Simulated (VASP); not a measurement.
A run of VASP 6.6.1 is set up as follows.

INCAR

```
SYSTEM = CoO
PREC = Accurate
ENCUT = 520
EDIFF = 1E-7
ISMEAR = -1
SIGMA = 0.05
LREAL = .False.
LASPH = .True.
NELM = 150
ALGO = Normal
ISIF = 2
LWAVE = .False.
LCHARG = .True.
ISPIN = 2
MAGMOM = 2 2 0 0
LORBIT = 11
LMAXMIX = 4
LELF = .True.
LVHAR = .True.
NBANDS = 27
```

The input KPOINTS:

```
Automatic mesh
0
Gamma
  10 10 5
  0 0 0
```

POSCAR

```
CoO
1.0
    3.1976457435      0.0000000000      0.0000000000
   -1.5988228718      2.7692424462      0.0000000000
    0.0000000000      0.0000000000      5.2287097100
Co O
2 2
Direct
    0.3333333333      0.6666666667      0.5033624100
    0.0000000000      0.0000000000      0.0034741400
    0.3333333333      0.6666666667      0.8715556000
    0.0000000000      0.0000000000      0.3716088500
```

Potentials or basis: VASP PAW LDA potentials, release 64 (Co, O).

Launch:

```bash
$ cat potpaw_LDA.64/Co/POTCAR potpaw_LDA.64/O/POTCAR > POTCAR
$ mpirun -np 1 vasp_std > vasp.out
```

(1) What does it give for the largest force?

(2) What does it give for the net moment?

(3) What does it give for the pressure?

Results:

(1) 0.242 eV/Å.

(2) 5.30 μB per cell.

(3) -16.3 GPa.

Caveat: the cell stands under tension.
